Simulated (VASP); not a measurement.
Input of a VASP 6.6.1 run:

The input INCAR:

```
PREC = Accurate
ENCUT = 750
EDIFF = 1E-6
ISMEAR = 0
SIGMA = 0.01
LREAL = False
LASPH = True
NELM = 120
ALGO = Normal
ISIF = 2
LWAVE = False
LCHARG = False
GGA = PE
NBANDS = 12
GGA_COMPAT = False
```

File KPOINTS:

```
Automatic mesh
0
Gamma
  4 4 4
```

File POSCAR:

```
LiBr
1.0
    0.0000000000      2.7395650468      2.7395650468
    2.8080541729      0.0000000000      2.7395650468
    2.8080541729      2.7395650468      0.0000000000
Li Br
1 1
Direct
    0.0000000000      0.0000000000      0.0000000000
    0.5000000000      0.5000000000      0.5000000000
```

Potentials or basis: VASP PAW PBE potentials, release 64 (Li_sv, Br).

Command:

```sh
$ cat potpaw_PBE.64/Li_sv/POTCAR potpaw_PBE.64/Br/POTCAR > POTCAR
$ mpirun -np 1 vasp_std > vasp.out
```

Estimate the pressure.

-0.1 GPa.

What does it give for the band gap on the k mesh?

4.84 eV.

Stress tensor (GPa, compression positive):
```
-0.43  0.00  0.00
 0.00  0.13  0.00
 0.00  0.00  0.13
```

Caveat: the k points lie up to 0.49 Å⁻¹ apart; the cell differs from its parent crystal (uniaxial x strain +2.5%).
